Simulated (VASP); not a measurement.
# WS2 in VASP: a series of runs

WS2 is run at these levels: r2SCAN; tasks: single point.

Program: VASP 6.6.1. These are calculated values, not measurements. Logs are shortened: lines on timing, memory, paths and dates and some standing lists are left out, and cuts for length are marked.

## 1. The cell of the first run

The cell holds a slab with vacuum, 3 atoms: a = 3.184 Å, b = 3.184 Å, c = 16.273 Å, α = 90.00°, β = 90.00°, γ = 120.00°.

## 2. Single point, r2SCAN (strain -0.0400 x Voigt [0, 0, 1, 0, 0, 0])

The input, POSCAR:

```
WS2
1.0
    3.1835163552      0.0000000000      0.0000000000
   -1.5917581776      2.7570060369      0.0000000000
    0.0000000000      0.0000000000     16.2725547744
W S
1 2
Direct
    0.3333333333      0.6666666667      0.0000000000
    0.6666666667      0.3333333333      0.9079994900
    0.6666666667      0.3333333333      0.0920005100
```

The input, INCAR.step1:

```
  ALGO = Normal
  EDIFF = 1E-4
  ENCUT = 520
  GGA = PE
  ISMEAR = 0
  LASPH = T
  LCHARG = F
  LREAL = F
  LWAVE = T
  NBANDS = 20
  NELM = 80
  PREC = Accurate
  SIGMA = 0.05
```

The input, INCAR.step2:

```
  ALGO = Normal
  EDIFF = 1E-7
  ENCUT = 520
  ISIF = 2
  ISMEAR = 0
  ISTART = 1
  LASPH = T
  LCHARG = F
  LMIXTAU = T
  LREAL = F
  LWAVE = F
  METAGGA = R2SCAN
  NBANDS = 20
  NELM = 80
  PREC = Accurate
  SIGMA = 0.05
```

The input, KPOINTS:

```
k-points
0
Gamma
  12 12 2
```

Potentials or basis: VASP PAW PBE potentials, release 64 (W_sv, S).

Command:

```
$ cat potpaw_PBE.64/W_sv/POTCAR potpaw_PBE.64/S/POTCAR > POTCAR
$ cp INCAR.step1 INCAR
$ mpirun -np 1 vasp_std > vasp.out
$ cp INCAR.step2 INCAR
$ mpirun -np 1 vasp_std > vasp.out
```

OUTCAR:

```text
EDIFF = 1E-7
   ENCUT = 520
   ISIF = 2
   ISMEAR = 0
   ISTART = 1
   LASPH = T
   LREAL = F
   METAGGA = R2SCAN
   NELM = 80
   PREC = Accurate

 ion  position               nearest neighbor table
   1  0.333  0.667  0.000-   2 2.37   3 2.37   2 2.37   3 2.37   2 2.37   3 2.37
   2  0.667  0.333  0.908-   1 2.37   1 2.37   1 2.37
   3  0.667  0.333  0.092-   1 2.37   1 2.37   1 2.37

  LATTYP: Found a hexagonal cell.
 ALAT       =     3.1835163552
 C/A-ratio  =     5.1115034317

  Lattice vectors:

 A1 = (   3.1835163552,   0.0000000000,   0.0000000000)
 A2 = (  -1.5917581776,   2.7570060369,   0.0000000000)
 A3 = (   0.0000000000,   0.0000000000,  16.2725547744)

Analysis of symmetry for initial positions (statically):
=====================================================================
 Subroutine PRICEL returns:
 Original cell was already a primitive cell.

 Routine SETGRP: Setting up the symmetry group for a
 hexagonal supercell.

 Subroutine GETGRP returns: Found 12 space group operations
 (whereof 12 operations were pure point group operations)
 out of a pool of 24 trial point group operations.

The static configuration has the point symmetry D_3h.

Analysis of symmetry for dynamics (positions and initial velocities):
=====================================================================
 Subroutine PRICEL returns:
 Original cell was already a primitive cell.

 Routine SETGRP: Setting up the symmetry group for a
 hexagonal supercell.

 Subroutine GETGRP returns: Found 12 space group operations
 (whereof 12 operations were pure point group operations)
 out of a pool of 24 trial point group operations.

The dynamic configuration has the point symmetry D_3h.

 Subroutine INISYM returns: Found 12 space group operations
 (whereof 12 operations are pure point group operations),
 and found     1 'primitive' translations

----------------------------------------------------------------------------------------

                                     Primitive cell

  volume of cell :     142.8238

[... 82 lines left out ...]
   ISTART =      1    job   : 0-new  1-cont  2-samecut
   ICHARG =      0    charge: 1-file 2-atom 10-const
   ISPIN  =      1    spin polarized calculation?
   LNONCOLLINEAR =      F non collinear calculations
   LSORBIT =      F    spin-orbit coupling
   LASPH  =      T    aspherical Exc in radial PAW
   ENCUT  =  520.0 eV  38.22 Ry    6.18 a.u.   5.92  5.92 30.26*2*pi/ulx,y,z
   NELM   =     80;   NELMIN=  2; NELMDL=  0     # of ELM steps
   EDIFF  = 0.1E-06   stopping-criterion for ELM
   LREAL  =      F    real-space projection
   EDIFFG = 0.1E-05   stopping-criterion for IOM
   NSW    =      0    number of steps for IOM
   IBRION =     -1    ionic relax: 0-MD 1-quasi-New 2-CG
   NFREE  =      0    steps in history (QN), initial steepest desc. (CG)
   ISIF   =      2    stress and relaxation
   ISYM   =      2    0-nonsym 1-usesym 2-fastsym
   POTIM  = 0.5000    time-step for ionic-motion
   TEBEG  =    0.0;   TEEND  =   0.0 temperature during run
   PSTRESS=    0.0 pullay stress
   NELECT =      26.0000    total number of electrons
   NUPDOWN=      -1.0000    fix difference up-down
   EMIN   =  10.00;   EMAX   =-10.00  energy-range for DOS
   EFERMI =   0.00;   METHOD = LEGACY
   ISMEAR =     0;   SIGMA  =   0.05  broadening in eV -4-tet -1-fermi 0-gaus
   EFERMI_NEDOS =   21; number of points for ismear=-14 and -15
   IALGO  =     38    algorithm
   IMIX   =      4    mixing-type and parameters
     AMIX     =   0.40;   BMIX     =  1.00
     AMIX_MAG =   1.60;   BMIX_MAG =  1.00
  volume/ion in A,a.u.               =      47.61       321.27
  Fermi-wavevector in a.u.,A,eV,Ry     =   0.927824  1.753334 11.712684  0.860858
  Thomas-Fermi vector in A             =   2.053935
   LORBIT       =      0    0 simple, 1 ext, 2 COOP (PROOUT), +10 PAW based schemes
   METAGGA = R2SCAN    functional components
   LHFCALC =     F    Hartree Fock is set to
   AEXX    =    0.0000 exact exchange contribution
   IVDW    =     0    specifies the selected vdW correction
   LEPSILON=     F    determine dielectric tensor
   LRPA    =     F    only Hartree local field effects (RPA)
 non-spin polarized calculation
 Gauss-broadening in eV      SIGMA  =   0.05
  energy-cutoff  :      520.00
  volume of cell :      142.82
 maximum number of plane-waves:      3892
 NGX is ok and might be reduce to    24
   NGX = 11   NGY = 11   NGZ = 61

 number of electron      26.0000002 magnetization

 Free energy of the ion-electron system (eV)
  ---------------------------------------------------
  ext. energy  EPLUGINS =         0.00000000
  ---------------------------------------------------
  free energy    TOTEN  =       -69.95584060 eV

  energy without entropy =      -69.95584060  energy(sigma->0) =      -69.95584060

 E-fermi :  -0.7024     XC(G=0):  -4.7278

 val. band max:       -0.9874397105   @ k =   0.0000   0.0000   0.0000
 cond. band min:       0.4222864087   @ k =   0.3333   0.3333   0.0000
 fundamental gap:      1.4097261192
 Fermi energy:        -0.7024414498

 k-point     1 :       0.0000    0.0000    0.0000
  band No.  band energies     occupation
      1     -77.1468      2.00000
      2     -40.7632      2.00000
      3     -40.6297      2.00000
      4     -40.6297      2.00000
      5     -17.0073      2.00000
      6     -14.9813      2.00000
[... 541 lines left out ...]
     19       6.5894      0.00000
     20       6.8787      0.00000

 [... further k-points ...]

------------------------ aborting loop because EDIFF is reached ----------------------------------------

  FORCE on cell =-STRESS in cart. coord.  units (eV):
  Direction    XX          YY          ZZ          XY          YZ          ZX
  --------------------------------------------------------------------------------------
  -------------------------------------------------------------------------------------
  Total        1.5258107      1.5258107      4.1847719      0.0000000      0.0000000     -0.0000000
  in kB       17.1163320     17.1163320     46.9441882      0.0000000      0.0000000     -0.0000000
  external PRESSURE =      27.0589507 kB  Pullay stress =       0.0000000 kB

 VOLUME and BASIS-vectors are now :
 -----------------------------------------------------------------------------
  energy-cutoff  :      520.00
  volume of cell :      142.82
      direct lattice vectors                 reciprocal lattice vectors
     3.183516355  0.000000000  0.000000000     0.314118066  0.181356150  0.000000000
    -1.591758178  2.757006037  0.000000000     0.000000000  0.362712300  0.000000000
     0.000000000  0.000000000 16.272554774     0.000000000  0.000000000  0.061453165

 POSITION                                       TOTAL-FORCE (eV/Angst)
 -----------------------------------------------------------------------------------
     -0.00000      1.83800      0.00000        -0.000000      0.000000     -0.000000
      1.59176      0.91900     14.77547         0.000000     -0.000000     -1.405044
      1.59176      0.91900      1.49708         0.000000     -0.000000      1.405044
 -----------------------------------------------------------------------------------
    total drift:                               -0.000001      0.000000     -0.000000

  FREE ENERGIE OF THE ION-ELECTRON SYSTEM (eV)
  ---------------------------------------------------
  free  energy   TOTEN  =       -69.9558405974 eV

  energy  without entropy=      -69.9558405974  energy(sigma->0) =      -69.95584060
```

OSZICAR.step1:

```text
N       E                     dE             d eps       ncg     rms          rms(c)
DAV:   1     0.178723855005E+03    0.17872E+03   -0.13802E+04  1824   0.108E+03
DAV:   2    -0.118705459261E+02   -0.19059E+03   -0.18503E+03  1940   0.261E+02
DAV:   3    -0.246690539041E+02   -0.12799E+02   -0.12714E+02  2060   0.661E+01
DAV:   4    -0.248917262257E+02   -0.22267E+00   -0.22233E+00  1976   0.973E+00
DAV:   5    -0.248975069971E+02   -0.57808E-02   -0.57803E-02  2068   0.159E+00    0.288E+01
DAV:   6    -0.237072390219E+02    0.11903E+01   -0.59923E+00  1740   0.165E+01    0.119E+01
DAV:   7    -0.235993158874E+02    0.10792E+00   -0.11729E+00  1744   0.612E+00    0.506E+00
DAV:   8    -0.235584595563E+02    0.40856E-01   -0.24024E-01  1876   0.326E+00    0.107E+00
DAV:   9    -0.235569373560E+02    0.15222E-02   -0.13201E-02  2044   0.744E-01    0.648E-01
DAV:  10    -0.235557471415E+02    0.11902E-02   -0.75586E-03  1892   0.566E-01    0.706E-02
DAV:  11    -0.235555947473E+02    0.15239E-03   -0.84306E-04  1768   0.192E-01    0.637E-02
DAV:  12    -0.235555207916E+02    0.73956E-04   -0.75725E-05  1264   0.617E-02
   1 F= -.23555521E+02 E0= -.23555521E+02  d E =-.204427E-15
```

Wall time 4.9 min (1 thread of AMD EPYC 9R45 (Zen 5), shared host); peak memory 0.31 GiB.

Results:

| Quantity | Value |
| --- | --- |
| Free energy | -69.9558 eV |
| Largest force | 1.405 eV/Å |
| Band gap on the k mesh | 1.41 eV (least direct gap 1.76 eV) |

Forces in eV/Å, atoms in the order of the input:
```
W    0.000  0.000  0.000
S    0.000  0.000 -1.405
S    0.000  0.000  1.405
```

Caveat: the cell differs from its parent crystal (strain -0.0400 x Voigt [0, 0, 1, 0, 0, 0]); the PAW data sets were made with another functional, which shifts forces and pressure a little; spin-orbit coupling is left out, which moves the levels of the heavy elements.

## 3. Single point, r2SCAN (strain -0.0200 x Voigt [0, 0, 1, 0, 0, 0])

POSCAR, as its differences from that of step 2:

```diff
@@ -4,3 +4,3 @@
    -1.5917581776      2.7570060369      0.0000000000
-    0.0000000000      0.0000000000     16.2725547744
+    0.0000000000      0.0000000000     16.6115663322
 W S
```

The input, INCAR.step1:

```
  PREC = Accurate
  ENCUT = 520
  ISMEAR = 0
  SIGMA = 0.05
  LREAL = F
  LASPH = T
  NELM = 100
  NBANDS = 20
  GGA = PE
  ALGO = Normal
  EDIFF = 1E-4
  LWAVE = T
  LCHARG = F
```

The input, INCAR.step2:

```
  PREC = Accurate
  ENCUT = 520
  EDIFF = 1E-6
  ISMEAR = 0
  SIGMA = 0.05
  LREAL = F
  LASPH = T
  NELM = 100
  ALGO = Normal
  ISIF = 2
  LWAVE = F
  LCHARG = T
  METAGGA = R2SCAN
  LMIXTAU = T
  LELF = T
  LVHAR = T
  NBANDS = 20
  ISTART = 1
```

The input, KPOINTS:

```
Automatic mesh
0
Gamma
  12 12 2
```

Potentials or basis: VASP PAW PBE potentials, release 64 (W_sv, S).

Command:

```
$ cat potpaw_PBE.64/W_sv/POTCAR potpaw_PBE.64/S/POTCAR > POTCAR
$ cp INCAR.step1 INCAR
$ mpirun -np 1 vasp_std > vasp.out
$ cp INCAR.step2 INCAR
$ mpirun -np 1 vasp_std > vasp.out
```

Run time: 4.5 min. Hardware: 1 thread of AMD EPYC 9R45 (Zen 5), shared host; peak memory 0.31 GiB.

The run converged. Its results:

| Quantity | Value |
| --- | --- |
| Free energy | -70.0204 eV |
| Largest force | 0.673 eV/Å |
| Band gap on the k mesh | 1.66 eV (least direct gap 1.84 eV) |

Forces in eV/Å, atoms in the order of the input:
```
W    0.000  0.000  0.000
S    0.000  0.000 -0.673
S    0.000  0.000  0.673
```

Levels at points of the mesh, in eV from the valence-band top:
```csv
k point,band 9,band 10,band 11,band 12,band 13,band 14,band 15,band 16,band 17,band 18
"(0.00, 0.00, 0.00)",-3.40,-2.26,-2.06,-2.06,0.00,2.95,2.95,3.21,3.21,5.46
"(0.50, 0.00, 0.00)",-4.85,-3.91,-2.31,-1.67,-1.11,2.83,3.34,4.36,5.03,5.44
"(0.00, 0.00, 0.50)",-3.40,-2.26,-2.06,-2.06,0.00,2.95,2.95,3.21,3.21,5.53
"(0.50, 0.00, 0.50)",-4.85,-3.91,-2.31,-1.67,-1.11,2.83,3.34,4.36,5.03,5.44
```

Caveat: the cell differs from its parent crystal (strain -0.0200 x Voigt [0, 0, 1, 0, 0, 0]); the PAW data sets were made with another functional, which shifts forces and pressure a little; spin-orbit coupling is left out, which moves the levels of the heavy elements.

[end of part 1 of 2]
